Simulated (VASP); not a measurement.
# Si2W (P6_222) in VASP: a series of runs

The runs below take Si2W through single point, with PBE.

Program: VASP 6.6.1. These are calculated values, not measurements. Logs are shortened: lines on timing, memory, paths and dates and some standing lists are left out, and cuts for length are marked.

## (1) The cell of the first run

The structure is hexagonal, space group P6_222 (No. 180). The conventional cell has a = 4.639 Å, b = 4.639 Å, c = 6.576 Å, α = 90.00°, β = 90.00°, γ = 120.00°. Within 3.5 Å of Si (site symmetry 2) lie 5 W at 2.50 to 2.77 Å and 9 Si at 2.52 to 3.42 Å. W (site symmetry 222) has 10 Si at 2.50 to 2.77 Å and 4 W at 3.19 Å within 3.3 Å.

## (2) Single point, PBE

File INCAR:

```
SYSTEM = Si2W
ALGO     = Normal         ! electronic algorithm
EDIFF    = 1E-6           ! SCF threshold, eV
ENCUT    = 520            ! plane-wave cutoff, eV
GGA      = PE             ! functional
ISIF     = 2              ! what is computed and relaxed
ISMEAR   = 0              ! smearing method
LASPH    = .TRUE.         ! aspherical terms in the spheres
LCHARG   = .FALSE.        ! write CHGCAR
LREAL    = .FALSE.        ! projectors in reciprocal space
LWAVE    = .FALSE.        ! write WAVECAR
NBANDS   = 43             ! bands
NELM     = 80             ! most SCF steps
PREC     = Accurate       ! precision mode
SIGMA    = 0.03           ! smearing width, eV
```

File KPOINTS:

```
k-points
0
G
  9 9 6
  0 0 0
```

File POSCAR:

```
Si2W
1.0
    4.6392971011      0.0000000000      0.0000000000
   -2.3196485506      4.0177491452      0.0000000000
    0.0000000000      0.0000000000      6.5757397110
Si W
6 3
Direct
    0.8113193831      0.6226387663      0.5000000000
    0.1886806169      0.8113193831      0.8333333333
    0.6226387663      0.8113193831      0.1666666667
    0.1886806169      0.3773612337      0.5000000000
    0.8113193831      0.1886806169      0.8333333333
    0.3773612337      0.1886806169      0.1666666667
    0.0000000000      0.5000000000      0.1666666667
    0.5000000000      0.5000000000      0.8333333333
    0.5000000000      0.0000000000      0.5000000000
```

Potentials or basis: VASP PAW PBE potentials, release 64 (Si, W_sv).

The run is started by

```console
$ cat potpaw_PBE.64/Si/POTCAR potpaw_PBE.64/W_sv/POTCAR > POTCAR
$ mpirun -np 1 vasp_std > vasp.out
```

OUTCAR:

```text
SYSTEM = Si2W
   EDIFF = 1E-6
   ENCUT = 520
   GGA = PE
   ISIF = 2
   ISMEAR = 0
   LASPH = .TRUE.
   LREAL = .FALSE.
   NELM = 80
   PREC = Accurate

 ion  position               nearest neighbor table
   1  0.811  0.623  0.500-   9 2.50   4 2.52   4 2.52   8 2.53   7 2.53   3 2.67   2 2.67   9 2.77
                             9 2.77   6 2.98   5 2.98   4 3.03
   2  0.189  0.811  0.833-   8 2.50   5 2.52   5 2.52   9 2.53   7 2.53   1 2.67   6 2.67   8 2.77
                             8 2.77   4 2.98   3 2.98   5 3.03
   3  0.623  0.811  0.167-   7 2.50   6 2.52   6 2.52   9 2.53   8 2.53   1 2.67   5 2.67   7 2.77
                             7 2.77   4 2.98   2 2.98   6 3.03
   4  0.189  0.377  0.500-   9 2.50   1 2.52   1 2.52   8 2.53   7 2.53   6 2.67   5 2.67   9 2.77
                             9 2.77   3 2.98   2 2.98   1 3.03
   5  0.811  0.189  0.833-   8 2.50   2 2.52   2 2.52   9 2.53   7 2.53   4 2.67   3 2.67   8 2.77
                             8 2.77   1 2.98   6 2.98   2 3.03
   6  0.377  0.189  0.167-   7 2.50   3 2.52   3 2.52   9 2.53   8 2.53   4 2.67   2 2.67   7 2.77
                             7 2.77   1 2.98   5 2.98   3 3.03
   7  0.000  0.500  0.167-   3 2.50   6 2.50   4 2.53   1 2.53   5 2.53   2 2.53   6 2.77   3 2.77
                             3 2.77   6 2.77   9 3.19   9 3.19   8 3.19   8 3.19
   8  0.500  0.500  0.833-   2 2.50   5 2.50   4 2.53   1 2.53   3 2.53   6 2.53   5 2.77   2 2.77
                             2 2.77   5 2.77   9 3.19   9 3.19   7 3.19   7 3.19
   9  0.500  0.000  0.500-   1 2.50   4 2.50   5 2.53   2 2.53   6 2.53   3 2.53   4 2.77   1 2.77
                             4 2.77   1 2.77   7 3.19   7 3.19   8 3.19   8 3.19

  LATTYP: Found a hexagonal cell.
 ALAT       =     4.6392971011
 C/A-ratio  =     1.4174000000

  Lattice vectors:

 A1 = (   4.6392971011,   0.0000000000,   0.0000000000)
 A2 = (  -2.3196485506,   4.0177491452,   0.0000000000)
 A3 = (   0.0000000000,   0.0000000000,   6.5757397110)

Analysis of symmetry for initial positions (statically):
=====================================================================
 Subroutine PRICEL returns:
 Original cell was already a primitive cell.

 Routine SETGRP: Setting up the symmetry group for a
 hexagonal supercell.

 Subroutine GETGRP returns: Found 12 space group operations
 (whereof  4 operations were pure point group operations)
 out of a pool of 24 trial point group operations.

The static configuration has the point symmetry D_2 .
 The point group associated with its full space group is D_6 .

Analysis of symmetry for dynamics (positions and initial velocities):
=====================================================================
 Subroutine PRICEL returns:
 Original cell was already a primitive cell.

 Routine SETGRP: Setting up the symmetry group for a
 hexagonal supercell.

 Subroutine GETGRP returns: Found 12 space group operations
 (whereof  4 operations were pure point group operations)
 out of a pool of 24 trial point group operations.

The dynamic configuration has the point symmetry D_2 .
 The point group associated with its full space group is D_6 .

 Subroutine INISYM returns: Found 12 space group operations
 (whereof  4 operations are pure point group operations),
 and found     1 'primitive' translations

----------------------------------------------------------------------------------------

                                     Primitive cell

  volume of cell :     122.5687

  direct lattice vectors                    reciprocal lattice vectors
     4.639297101  0.000000000  0.000000000     0.215549894  0.124447790  0.000000000
    -2.319648551  4.017749145  0.000000000     0.000000000  0.248895579  0.000000000
     0.000000000  0.000000000  6.575739711     0.000000000  0.000000000  0.152074146

  length of vectors
     4.639297101  4.639297101  6.575739711     0.248895579  0.248895579  0.152074146

  position of ions in fractional coordinates (direct lattice)
     0.811319383  0.622638766  0.500000000
     0.188680617  0.811319383  0.833333333
     0.622638766  0.811319383  0.166666667
     0.188680617  0.377361234  0.500000000
     0.811319383  0.188680617  0.833333333
     0.377361234  0.188680617  0.166666667
     0.000000000  0.500000000  0.166666667
     0.500000000  0.500000000  0.833333333
     0.500000000  0.000000000  0.500000000

  ion indices of the primitive-cell ions
   primitive index   ion index
                 1           1
                 2           2
                 3           3
                 4           4
                 5           5
                 6           6
                 7           7
                 8           8
                 9           9

----------------------------------------------------------------------------------------

 KPOINTS: k-points

Automatic generation of k-mesh.
 Grid dimensions read from file:
 generate k-points for:    9    9    6

 Generating k-lattice:

  Cartesian coordinates                     Fractional coordinates (reciprocal lattice)
     0.023949988  0.013827532  0.000000000     0.111111111  0.000000000  0.000000000
     0.000000000  0.027655064  0.000000000     0.000000000  0.111111111  0.000000000
     0.000000000  0.000000000  0.025345691     0.000000000  0.000000000  0.166666667

  Length of vectors
     0.027655064  0.027655064  0.025345691

  Shift w.r.t. Gamma in fractional coordinates (k-lattice)
     0.000000000  0.000000000  0.000000000

 Subroutine IBZKPT returns following result:
 ===========================================

 Found     48 irreducible k-points:

 Following reciprocal coordinates:
            Coordinates               Weight
  0.000000  0.000000  0.000000      1.000000
  0.111111  0.000000  0.000000      6.000000
  0.222222  0.000000  0.000000      6.000000
  0.333333 -0.000000  0.000000      6.000000
  0.444444  0.000000  0.000000      6.000000
  0.111111  0.111111  0.000000      6.000000
[... 16 lines left out ...]
  0.333333  0.222222  0.166667     24.000000
  0.333333  0.333333  0.166667      4.000000
 [... further k-points ...]
   k-points           NKPTS =     48   k-points in BZ     NKDIM =     48   number of bands    NBANDS=     43
   number of dos      NEDOS =    301   number of ions     NIONS =      9
   total plane-waves  NPLWV =  64800
   dimension x,y,z NGX =    36 NGY =   36 NGZ =   50
   dimension x,y,z NGXF=    72 NGYF=   72 NGZF=  100
   ions per type =               6   3
   NGX,Y,Z   is equivalent  to a cutoff of  12.90, 12.90, 12.64 a.u.
   NGXF,Y,Z  is equivalent  to a cutoff of  25.80, 25.80, 25.28 a.u.
 SYSTEM =  Si2W
   PREC   = accura    normal or accurate (medium, high low for compatibility)
   ISTART =      0    job   : 0-new  1-cont  2-samecut
   ICHARG =      2    charge: 1-file 2-atom 10-const
   ISPIN  =      1    spin polarized calculation?
   LNONCOLLINEAR =      F non collinear calculations
   LSORBIT =      F    spin-orbit coupling
   LASPH  =      T    aspherical Exc in radial PAW
   ENCUT  =  520.0 eV  38.22 Ry    6.18 a.u.   8.63  8.63 12.23*2*pi/ulx,y,z
   NELM   =     80;   NELMIN=  2; NELMDL= -5     # of ELM steps
   EDIFF  = 0.1E-05   stopping-criterion for ELM
   LREAL  =      F    real-space projection
   EDIFFG = 0.1E-04   stopping-criterion for IOM
   NSW    =      0    number of steps for IOM
   IBRION =     -1    ionic relax: 0-MD 1-quasi-New 2-CG
   NFREE  =      0    steps in history (QN), initial steepest desc. (CG)
   ISIF   =      2    stress and relaxation
   ISYM   =      2    0-nonsym 1-usesym 2-fastsym
   POTIM  = 0.5000    time-step for ionic-motion
   TEBEG  =    0.0;   TEEND  =   0.0 temperature during run
   PSTRESS=    0.0 pullay stress
   NELECT =      66.0000    total number of electrons
   NUPDOWN=      -1.0000    fix difference up-down
   EMIN   =  10.00;   EMAX   =-10.00  energy-range for DOS
   EFERMI =   0.00;   METHOD = LEGACY
   ISMEAR =     0;   SIGMA  =   0.03  broadening in eV -4-tet -1-fermi 0-gaus
   EFERMI_NEDOS =   21; number of points for ismear=-14 and -15
   IALGO  =     38    algorithm
   IMIX   =      4    mixing-type and parameters
     AMIX     =   0.40;   BMIX     =  1.00
     AMIX_MAG =   1.60;   BMIX_MAG =  1.00
  volume/ion in A,a.u.               =      13.62        91.90
  Fermi-wavevector in a.u.,A,eV,Ry     =   1.331873  2.516876 24.135194  1.773887
  Thomas-Fermi vector in A             =   2.460851
   LORBIT       =      0    0 simple, 1 ext, 2 COOP (PROOUT), +10 PAW based schemes
   GGA     = PE    functional components
   LHFCALC =     F    Hartree Fock is set to
   AEXX    =    0.0000 exact exchange contribution
   IVDW    =     0    specifies the selected vdW correction
   LEPSILON=     F    determine dielectric tensor
   LRPA    =     F    only Hartree local field effects (RPA)
 non-spin polarized calculation
 Gauss-broadening in eV      SIGMA  =   0.03
  energy-cutoff  :      520.00
  volume of cell :      122.57
 maximum number of plane-waves:      3320
 NGX is ok and might be reduce to    36
   NGX = 17   NGY = 17   NGZ = 25

 number of electron      66.0000006 magnetization

 Free energy of the ion-electron system (eV)
  ---------------------------------------------------
  ext. energy  EPLUGINS =         0.00000000
  ---------------------------------------------------
  free energy    TOTEN  =       -72.02756239 eV

  energy without entropy =      -72.02756239  energy(sigma->0) =      -72.02756239

 E-fermi :  12.2483     XC(G=0): -12.4466

 val. band max:       12.0584859266   @ k =   0.4444   0.0000   0.5000
 cond. band min:      12.4629754687   @ k =   0.2222   0.0000   0.3333
 fundamental gap:      0.4044895421
 Fermi energy:        12.2482823074

 k-point     1 :       0.0000    0.0000    0.0000
  band No.  band energies     occupation
      1     -61.9485      2.00000
      2     -61.9358      2.00000
      3     -61.9358      2.00000
      4     -26.4390      2.00000
      5     -26.4037      2.00000
      6     -26.4037      2.00000
[... 35 lines left out ...]
     42      15.4626      0.00000
     43      16.0109      0.00000
[... 1017 lines left out ...]
      3     -61.9360      2.00000
      4     -26.4576      2.00000
      5     -26.4409      2.00000
      6     -26.3810      2.00000
[... 35 lines left out ...]
     42      15.2335      0.00000
     43      15.6107      0.00000

 [... further k-points ...]

------------------------ aborting loop because EDIFF is reached ----------------------------------------

  FORCE on cell =-STRESS in cart. coord.  units (eV):
  Direction    XX          YY          ZZ          XY          YZ          ZX
  --------------------------------------------------------------------------------------
  -------------------------------------------------------------------------------------
  Total        4.5100229      4.5100229      6.6093689     -0.0000000      0.0000000      0.0000000
  in kB       58.9535164     58.9535164     86.3954675     -0.0000000      0.0000000      0.0000000
  external PRESSURE =      68.1008334 kB  Pullay stress =       0.0000000 kB

 VOLUME and BASIS-vectors are now :
 -----------------------------------------------------------------------------
  energy-cutoff  :      520.00
  volume of cell :      122.57
      direct lattice vectors                 reciprocal lattice vectors
     4.639297101  0.000000000  0.000000000     0.215549894  0.124447790  0.000000000
    -2.319648551  4.017749145  0.000000000     0.000000000  0.248895579  0.000000000
     0.000000000  0.000000000  6.575739711     0.000000000  0.000000000  0.152074146

 POSITION                                       TOTAL-FORCE (eV/Angst)
 -----------------------------------------------------------------------------------
      2.31965      2.50161      3.28787        -0.000000      2.813684      0.000000
     -1.00663      3.25968      5.47978        -2.436722      1.406842     -0.000000
      1.00663      3.25968      1.09596         2.436722      1.406842      0.000000
      0.00000      1.51614      3.28787         0.000000     -2.813684      0.000000
      3.32628      0.75807      5.47978         2.436722     -1.406842      0.000000
      1.31302      0.75807      1.09596        -2.436722     -1.406842      0.000000
     -1.15982      2.00887      1.09596         0.000000     -0.000000      0.000000
      1.15982      2.00887      5.47978        -0.000000     -0.000000     -0.000000
      2.31965      0.00000      3.28787         0.000000     -0.000000      0.000000
 -----------------------------------------------------------------------------------
    total drift:                                0.000000     -0.000000     -0.000000

  FREE ENERGIE OF THE ION-ELECTRON SYSTEM (eV)
  ---------------------------------------------------
  free  energy   TOTEN  =       -72.0275623895 eV

  energy  without entropy=      -72.0275623895  energy(sigma->0) =      -72.02756239
```

Run time: 7.1 min. Hardware: 1 thread of Intel Xeon 8259CL, shared host; peak memory 0.36 GiB.

Results:

```
Free energy            : -72.0276 eV
Pressure               : 6.8 GPa
Largest force          : 2.814 eV/Å
Band gap on the k mesh : 0.40 eV (least direct gap 0.66 eV)
```

Forces on the atoms (eV/Å):
```
Si   0.000  2.814  0.000
Si  -2.437  1.407  0.000
Si   2.437  1.407  0.000
Si   0.000 -2.814  0.000
Si   2.437 -1.407  0.000
Si  -2.437 -1.407  0.000
W    0.000  0.000  0.000
W    0.000  0.000  0.000
W    0.000  0.000  0.000
```

Levels at points of the mesh, in eV from the valence-band top:
```
           k point  band 31  band 32  band 33  band 34  band 35  band 36
(0.00, 0.00, 0.00)    -2.49    -2.20    -1.15     2.38     2.39     2.39
(0.00, 0.00, 0.50)    -1.32    -0.64    -0.64     1.24     1.95     2.11
```

Caveat: the cell differs from its parent crystal (atoms shifted along a free coordinate, c/a of the conventional cell at fixed volume 1.4174); the cell stands under pressure; spin-orbit coupling is left out, which moves the levels of the heavy elements; forces of over 1 eV/Å act on the atoms, so gaps and moduli don't describe the material at rest. A k mesh can miss the band edges.

## (3) Single point, PBE (13.62 Å³/atom, c/a of the conventional cell at fixed volume 1.3252)

File INCAR:

```
SYSTEM = Si2W
PREC = Accurate
ENCUT = 520
EDIFF = 1E-7
ISMEAR = 0
SIGMA = 0.03
LREAL = .False.
LASPH = .True.
NELM = 60
ALGO = Normal
ISIF = 2
LWAVE = .False.
LCHARG = .False.
GGA = PE
NBANDS = 43
```

File KPOINTS:

```
Automatic mesh
0
Gamma
  9 9 6
  0 0 0
```

File POSCAR:

```
Si2W
1.0
    4.7444861815      0.0000000000      0.0000000000
   -2.3722430908      4.1088455611      0.0000000000
    0.0000000000      0.0000000000      6.2873930878
Si W
6 3
Direct
    0.8363432358      0.6726864716      0.5000000000
    0.1636567642      0.8363432358      0.8333333333
    0.6726864716      0.8363432358      0.1666666667
    0.1636567642      0.3273135284      0.5000000000
    0.8363432358      0.1636567642      0.8333333333
    0.3273135284      0.1636567642      0.1666666667
    0.0000000000      0.5000000000      0.1666666667
    0.5000000000      0.5000000000      0.8333333333
    0.5000000000      0.0000000000      0.5000000000
```

Potentials or basis: VASP PAW PBE potentials, release 64 (Si, W_sv).

The run is started by

```console
$ cat potpaw_PBE.64/Si/POTCAR potpaw_PBE.64/W_sv/POTCAR > POTCAR
$ mpirun -np 1 vasp_std > vasp.out
```

Wall time 7.5 min (1 thread of Intel Xeon 8259CL, shared host); peak memory 0.35 GiB.

It converged, with:

```yaml
Free_energy: -73.3555 eV
Pressure: 3.1 GPa
Largest_force: 0.157 eV/Å
Band_gap_on_the_k_mesh: 0.13 eV (least direct gap 0.46 eV)
```

Forces on the atoms (eV/Å):
```
Si   0.000  0.157  0.000
Si  -0.136  0.079  0.000
Si   0.136  0.079  0.000
Si   0.000 -0.157  0.000
Si   0.136 -0.079  0.000
Si  -0.136 -0.079  0.000
W    0.000  0.000  0.000
W    0.000  0.000  0.000
W    0.000  0.000  0.000
```

Stress tensor (GPa, compression positive):
```
-4.67  0.00  0.00
 0.00 -4.67  0.00
 0.00  0.00 18.59
```

Levels at points of the mesh, in eV from the valence-band top:
```tsv
k point	band 31	band 32	band 33	band 34	band 35	band 36
(0.00, 0.00, 0.00)	-3.50	-3.00	-0.78	1.64	1.64	2.01
(0.00, 0.00, 0.50)	-3.13	-0.27	-0.27	2.06	2.08	2.13
```

Caveat: the cell differs from its parent crystal (c/a of the conventional cell at fixed volume 1.3252); the stress differs along the axes, from -5 to 19 GPa; spin-orbit coupling is left out, which moves the levels of the heavy elements. A k mesh can miss the band edges.

## (4) Single point, PBE (13.62 Å³/atom, c/a of the conventional cell at fixed volume 1.3944)

File INCAR:

```
SYSTEM = Si2W
PREC = Accurate
ENCUT = 520
EDIFF = 1E-6
ISMEAR = 0
SIGMA = 0.03
LREAL = .False.
LASPH = .True.
NELM = 80
ALGO = Normal
ISIF = 2
LWAVE = .False.
LCHARG = .True.
GGA = PE
LELF = .True.
LVHAR = .True.
NBANDS = 43
```

File KPOINTS:

```
regular mesh
0
Gamma
  9 9 6
  0 0 0
```

POSCAR: that of step 3 with these lines changed.

```diff
@@ -2,5 +2,5 @@
 1.0
-    4.7444861815      0.0000000000      0.0000000000
-   -2.3722430908      4.1088455611      0.0000000000
-    0.0000000000      0.0000000000      6.2873930878
+    4.6646658316      0.0000000000      0.0000000000
+   -2.3323329158      4.0397191103      0.0000000000
+    0.0000000000      0.0000000000      6.5044100356
 Si W
```

The run is started by

```console
$ cat potpaw_PBE.64/Si/POTCAR potpaw_PBE.64/W_sv/POTCAR > POTCAR
$ mpirun -np 1 vasp_std > vasp.out
```

It took 7.7 min on 1 thread of Intel Xeon 8259CL, shared host; peak memory 0.35 GiB.

Results (log left out):

```yaml
Free_energy: -73.7643 eV
Pressure: 0.7 GPa
Largest_force: 0.056 eV/Å
Band_gap_on_the_k_mesh: 0.13 eV (least direct gap 0.53 eV)
```

Forces in eV/Å, atoms in the order of the input:
```
Si   0.000  0.056  0.000
Si  -0.049  0.028  0.000
Si   0.049  0.028  0.000
Si   0.000 -0.056  0.000
Si   0.049 -0.028  0.000
Si  -0.049 -0.028  0.000
W    0.000  0.000  0.000
W    0.000  0.000  0.000
W    0.000  0.000  0.000
```

Stress tensor (GPa, compression positive):
```
-2.09  0.00  0.00
 0.00 -2.09  0.00
 0.00  0.00  6.41
```

Levels at points of the mesh, in eV from the valence-band top:
```
           k point  band 29  band 30  band 31  band 32  band 33  band 34  band 35  band 36  band 37  band 38
(0.00, 0.00, 0.00)    -3.54    -3.54    -3.26    -2.74    -0.85     2.09     2.09     2.24     2.39     2.48
(0.00, 0.00, 0.50)    -2.94    -2.94    -2.81    -0.49    -0.49     1.92     2.06     2.06     2.23     2.43
```

Caveat: the cell differs from its parent crystal (c/a of the conventional cell at fixed volume 1.3944); the stress differs along the axes, from -2 to 6 GPa; spin-orbit coupling is left out, which moves the levels of the heavy elements.

(Part 1 of 2 ends here.)
